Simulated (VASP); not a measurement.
Wanted: the native input for a VASP 6.6.1 run.

| Property | Result |
| --- | --- |
| Task | single point |
| Functional | PBE |
| Potentials or basis | VASP PAW PBE potentials, release 64 (Hf_pv, Pt) |
| Cutoff | 520 eV |
| k mesh | 6 × 6 × 4 |
| Occupations | gaussian, width 0.1 eV |
| Spin | no spin polarisation |
| Dipole correction | no |
| Further INCAR settings | ALGO = Normal; EDIFF = 1e-06; NBANDS = 33 |

The structure of Hf4Pt lies in POSCAR:

```
Hf4Pt
1.0
    4.8359816900      0.0000000000      0.0000000000
   -2.4179908500      4.1880830000      0.0000000000
    0.0000000000      0.0000000000      5.5999032700
Hf Pt
4 1
Direct
    0.3333333300      0.6666666700      0.7592441900
    0.3333333300      0.6666666700      0.2407558100
    0.6666666700      0.3333333300      0.2407558100
    0.6666666700      0.3333333300      0.7592441900
    0.0000000000      0.0000000000      0.0000000000
```

The cell was generated, and may not be a known phase.

One way to write it, as run:

INCAR

```
SYSTEM = Hf4Pt
PREC     = Accurate       ! precision mode
ENCUT    = 520            ! plane-wave cutoff, eV
EDIFF    = 1E-6           ! SCF threshold, eV
ISMEAR   = 0              ! smearing method
SIGMA    = 0.1            ! smearing width, eV
LREAL    = .False.        ! projectors in reciprocal space
LASPH    = .True.         ! aspherical terms in the spheres
NELM     = 80             ! most SCF steps
ALGO     = Normal         ! electronic algorithm
ISIF     = 2              ! what is computed and relaxed
LWAVE    = .False.        ! write WAVECAR
LCHARG   = .True.         ! write CHGCAR
GGA      = PE             ! functional
LELF     = .True.         ! ELF
LVHAR    = .True.       
NBANDS   = 33             ! bands
```

KPOINTS

```
Automatic mesh
0
Gamma
  6 6 4
  0 0 0
```

Potentials or basis: VASP PAW PBE potentials, release 64 (Hf_pv, Pt).

Command:

```bash
$ cat potpaw_PBE.64/Hf_pv/POTCAR potpaw_PBE.64/Pt/POTCAR > POTCAR
$ mpirun -np 1 vasp_std > vasp.out
```

Results of the run:

```json
{
  "Pressure": "0.2 GPa",
  "Largest force": "0.617 eV/Å",
  "Band gap on the k mesh": "zero (bands 25 and 26 overlap by 1.01 eV)"
}
```

Caveat: spin-orbit coupling is left out, which moves the levels of the heavy elements.

Wall time 2.2 min on 1 thread of Oxide Virtual Turin-like Processor, with other jobs on the host, peak memory 0.22 GiB.
